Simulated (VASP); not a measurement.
# Ta2C (P-3m1) in VASP: further runs, part 2 of 2

VASP 6.6.1. The steps go on from the part before.

### Step 3. Single point, LDA

Input file INCAR:

```
PREC     = Accurate       # precision mode
ENCUT    = 700            # plane-wave cutoff, eV
EDIFF    = 1E-6           # SCF threshold, eV
ISMEAR   = 0              # smearing method
SIGMA    = 0.1            # smearing width, eV
LREAL    = F              # projectors in reciprocal space
LASPH    = T              # aspherical terms in the spheres
NELM     = 120            # most SCF steps
ALGO     = Normal         # electronic algorithm
ISIF     = 2              # what is computed and relaxed
LWAVE    = F              # write WAVECAR
LCHARG   = F              # write CHGCAR
NBANDS   = 22             # bands
GGA_COMPAT= F
```

Input file KPOINTS:

```
Automatic mesh
0
Gamma
  15 15 10
```

Input file POSCAR:

```
Ta2C
1.0
    3.0758449693      0.0000000000      0.0000000000
   -1.5379224847      2.6637598815      0.0000000000
    0.0000000000      0.0000000000      4.8920151884
Ta C
2 1
Direct
    0.3333333333      0.6666666667      0.2531657425
    0.6666666667      0.3333333333      0.7468342575
    0.0000000000      0.0000000000      0.0000000000
```

Potentials or basis: VASP PAW LDA potentials, release 64 (Ta_sv_GW, C).

Launch:

```sh
$ cat potpaw_LDA.64/Ta_sv_GW/POTCAR potpaw_LDA.64/C/POTCAR > POTCAR
$ mpirun -np 1 vasp_std > vasp.out
```

OUTCAR:

```text
PREC = Accurate
   ENCUT = 700
   EDIFF = 1E-6
   ISMEAR = 0
   LREAL = F
   LASPH = T
   NELM = 120
   ISIF = 2

 ion  position               nearest neighbor table
   1  0.333  0.667  0.253-   3 2.17   3 2.17   3 2.17   2 3.00   2 3.00   2 3.00   2 3.05   2 3.05
                             2 3.05
   2  0.667  0.333  0.747-   3 2.17   3 2.17   3 2.17   1 3.00   1 3.00   1 3.00   1 3.05   1 3.05
                             1 3.05
   3  0.000  0.000  0.000-   1 2.17   2 2.17   2 2.17   1 2.17   2 2.17   1 2.17

  LATTYP: Found a hexagonal cell.
 ALAT       =     3.0758449693
 C/A-ratio  =     1.5904622103

  Lattice vectors:

 A1 = (   3.0758449693,   0.0000000000,   0.0000000000)
 A2 = (  -1.5379224847,   2.6637598815,   0.0000000000)
 A3 = (   0.0000000000,   0.0000000000,   4.8920151884)

Analysis of symmetry for initial positions (statically):
=====================================================================
 Subroutine PRICEL returns:
 Original cell was already a primitive cell.

 Routine SETGRP: Setting up the symmetry group for a
 hexagonal supercell.

 Subroutine GETGRP returns: Found 12 space group operations
 (whereof 12 operations were pure point group operations)
 out of a pool of 24 trial point group operations.

The static configuration has the point symmetry D_3d.

Analysis of symmetry for dynamics (positions and initial velocities):
=====================================================================
 Subroutine PRICEL returns:
 Original cell was already a primitive cell.

 Routine SETGRP: Setting up the symmetry group for a
 hexagonal supercell.

 Subroutine GETGRP returns: Found 12 space group operations
 (whereof 12 operations were pure point group operations)
 out of a pool of 24 trial point group operations.

The dynamic configuration has the point symmetry D_3d.

 Subroutine INISYM returns: Found 12 space group operations
 (whereof 12 operations are pure point group operations),
 and found     1 'primitive' translations

----------------------------------------------------------------------------------------

                                     Primitive cell

  volume of cell :      40.0818

  direct lattice vectors                    reciprocal lattice vectors
     3.075844969  0.000000000  0.000000000     0.325113915  0.187704606  0.000000000
    -1.537922485  2.663759881  0.000000000     0.000000000  0.375409213  0.000000000
     0.000000000  0.000000000  4.892015188     0.000000000  0.000000000  0.204414737

  length of vectors
     3.075844969  3.075844969  4.892015188     0.375409213  0.375409213  0.204414737

  position of ions in fractional coordinates (direct lattice)
     0.333333333  0.666666667  0.253165743
     0.666666667  0.333333333  0.746834257
     0.000000000  0.000000000  0.000000000

  ion indices of the primitive-cell ions
   primitive index   ion index
                 1           1
                 2           2
                 3           3

----------------------------------------------------------------------------------------

 KPOINTS: Automatic mesh

Automatic generation of k-mesh.
 Grid dimensions read from file:
 generate k-points for:   15   15   10

 Generating k-lattice:

  Cartesian coordinates                     Fractional coordinates (reciprocal lattice)
     0.021674261  0.012513640  0.000000000     0.066666667  0.000000000  0.000000000
     0.000000000  0.025027281  0.000000000     0.000000000  0.066666667  0.000000000
     0.000000000  0.000000000  0.020441474     0.000000000  0.000000000  0.100000000

  Length of vectors
     0.025027281  0.025027281  0.020441474

  Shift w.r.t. Gamma in fractional coordinates (k-lattice)
     0.000000000  0.000000000  0.000000000

 Subroutine IBZKPT returns following result:
 ===========================================

 Found    238 irreducible k-points:

 Following reciprocal coordinates:
            Coordinates               Weight
  0.000000  0.000000  0.000000      1.000000
  0.066667 -0.000000  0.000000      6.000000
  0.133333  0.000000  0.000000      6.000000
  0.200000  0.000000  0.000000      6.000000
  0.266667  0.000000  0.000000      6.000000
  0.333333 -0.000000  0.000000      6.000000
[... 16 lines left out ...]
  0.333333  0.200000  0.000000     12.000000
  0.400000  0.200000  0.000000      6.000000
 [... further k-points ...]
   k-points           NKPTS =    238   k-points in BZ     NKDIM =    238   number of bands    NBANDS=     22
   number of dos      NEDOS =    301   number of ions     NIONS =      3
   total plane-waves  NPLWV =  32928
   dimension x,y,z NGX =    28 NGY =   28 NGZ =   42
   dimension x,y,z NGXF=    56 NGYF=   56 NGZF=   84
   ions per type =               2   1
   NGX,Y,Z   is equivalent  to a cutoff of  15.13, 15.13, 14.27 a.u.
   NGXF,Y,Z  is equivalent  to a cutoff of  30.27, 30.27, 28.55 a.u.
 SYSTEM =  unknown system
   PREC   = accura    normal or accurate (medium, high low for compatibility)
   ISTART =      0    job   : 0-new  1-cont  2-samecut
   ICHARG =      2    charge: 1-file 2-atom 10-const
   ISPIN  =      1    spin polarized calculation?
   LNONCOLLINEAR =      F non collinear calculations
   LSORBIT =      F    spin-orbit coupling
   LASPH  =      T    aspherical Exc in radial PAW
   ENCUT  =  700.0 eV  51.45 Ry    7.17 a.u.   6.64  6.64 10.55*2*pi/ulx,y,z
   NELM   =    120;   NELMIN=  2; NELMDL= -5     # of ELM steps
   EDIFF  = 0.1E-05   stopping-criterion for ELM
   LREAL  =      F    real-space projection
   EDIFFG = 0.1E-04   stopping-criterion for IOM
   NSW    =      0    number of steps for IOM
   IBRION =     -1    ionic relax: 0-MD 1-quasi-New 2-CG
   NFREE  =      0    steps in history (QN), initial steepest desc. (CG)
   ISIF   =      2    stress and relaxation
   ISYM   =      2    0-nonsym 1-usesym 2-fastsym
   POTIM  = 0.5000    time-step for ionic-motion
   TEBEG  =    0.0;   TEEND  =   0.0 temperature during run
   PSTRESS=    0.0 pullay stress
   NELECT =      30.0000    total number of electrons
   NUPDOWN=      -1.0000    fix difference up-down
   EMIN   =  10.00;   EMAX   =-10.00  energy-range for DOS
   EFERMI =   0.00;   METHOD = LEGACY
   ISMEAR =     0;   SIGMA  =   0.10  broadening in eV -4-tet -1-fermi 0-gaus
   EFERMI_NEDOS =   21; number of points for ismear=-14 and -15
   IALGO  =     38    algorithm
   IMIX   =      4    mixing-type and parameters
     AMIX     =   0.40;   BMIX     =  1.00
     AMIX_MAG =   1.60;   BMIX_MAG =  1.00
  volume/ion in A,a.u.               =      13.36        90.16
  Fermi-wavevector in a.u.,A,eV,Ry     =   1.486390  2.808870 30.060108  2.209356
  Thomas-Fermi vector in A             =   2.599682
   LORBIT       =      0    0 simple, 1 ext, 2 COOP (PROOUT), +10 PAW based schemes
   GGA     = CA    functional components
   LHFCALC =     F    Hartree Fock is set to
   AEXX    =    0.0000 exact exchange contribution
   IVDW    =     0    specifies the selected vdW correction
   LEPSILON=     F    determine dielectric tensor
   LRPA    =     F    only Hartree local field effects (RPA)
 non-spin polarized calculation
 Gauss-broadening in eV      SIGMA  =   0.10
  energy-cutoff  :      700.00
  volume of cell :       40.08
 maximum number of plane-waves:      1725
 NGX is ok and might be reduce to    28
   NGX = 13   NGY = 13   NGZ = 21

 number of electron      29.9999999 magnetization

 Free energy of the ion-electron system (eV)
  ---------------------------------------------------
  ext. energy  EPLUGINS =         0.00000000
  ---------------------------------------------------
  free energy    TOTEN  =       -42.68398264 eV

  energy without entropy =      -42.68154783  energy(sigma->0) =      -42.68276523

 E-fermi :  10.9951     XC(G=0): -13.5203

 val. band max:       10.9756560828   @ k =   0.0667  -0.0000   0.2000
 cond. band min:      10.9954526362   @ k =   0.0000   0.0000   0.0000
 fundamental gap:      0.0197965534
 Fermi energy:        10.9951370764

 k-point     1 :       0.0000    0.0000    0.0000
  band No.  band energies     occupation
      1     -56.3707      2.00000
      2     -56.2904      2.00000
      3     -23.6123      2.00000
      4     -22.8403      2.00000
      5     -22.8403      2.00000
      6     -22.7152      2.00000
[... 574 lines left out ...]
      6     -23.1116      2.00000
[... 14 lines left out ...]
     21      16.9467      0.00000
     22      18.6632      0.00000

 [... further k-points ...]

------------------------ aborting loop because EDIFF is reached ----------------------------------------

  FORCE on cell =-STRESS in cart. coord.  units (eV):
  Direction    XX          YY          ZZ          XY          YZ          ZX
  --------------------------------------------------------------------------------------
  -------------------------------------------------------------------------------------
  Total        0.2105082      0.2105082      0.2033804     -0.0000000      0.0000000      0.0000000
  in kB        8.4145754      8.4145754      8.1296590     -0.0000000      0.0000000      0.0000000
  external PRESSURE =       8.3196033 kB  Pullay stress =       0.0000000 kB

 VOLUME and BASIS-vectors are now :
 -----------------------------------------------------------------------------
  energy-cutoff  :      700.00
  volume of cell :       40.08
      direct lattice vectors                 reciprocal lattice vectors
     3.075844969  0.000000000  0.000000000     0.325113915  0.187704606  0.000000000
    -1.537922485  2.663759881  0.000000000     0.000000000  0.375409213  0.000000000
     0.000000000  0.000000000  4.892015188     0.000000000  0.000000000  0.204414737

 POSITION                                       TOTAL-FORCE (eV/Angst)
 -----------------------------------------------------------------------------------
     -0.00000      1.77584      1.23849         0.000000      0.000000      0.054407
      1.53792      0.88792      3.65352        -0.000000     -0.000000     -0.054407
      0.00000      0.00000      0.00000         0.000000      0.000000      0.000000
 -----------------------------------------------------------------------------------
    total drift:                                0.000000     -0.000000     -0.000000

  FREE ENERGIE OF THE ION-ELECTRON SYSTEM (eV)
  ---------------------------------------------------
  free  energy   TOTEN  =       -42.6839826409 eV

  energy  without entropy=      -42.6815478255  energy(sigma->0) =      -42.68276523
```

Run time: 3.7 min. Hardware: 1 thread of Intel Xeon Platinum 8488C (Sapphire Rapids), shared host; peak memory 0.4 GiB.

Results:

```
Free energy            : -42.6840 eV
Pressure               : 0.8 GPa
Largest force          : 0.054 eV/Å
Band gap on the k mesh : zero (bands 15 and 16 overlap by 0.82 eV)
```

Forces in eV/Å, atoms in the order of the input:
```
Ta   0.000  0.000  0.054
Ta   0.000  0.000 -0.054
C    0.000  0.000  0.000
```

Levels at points of the mesh, in eV from the Fermi level:
```
           k point  band 12  band 13  band 14  band 15  band 16  band 17  band 18  band 19
(0.00, 0.00, 0.00)    -3.62    -2.77     0.00     0.53     0.53     1.17     1.17     2.42
(0.00, 0.00, 0.50)    -3.88    -1.82    -1.45    -0.29    -0.29     3.08     3.08     3.58
```

Caveat: spin-orbit coupling is left out, which moves the levels of the heavy elements.

The gap in the log of VASP goes by the Fermi energy; the results here count the filled bands.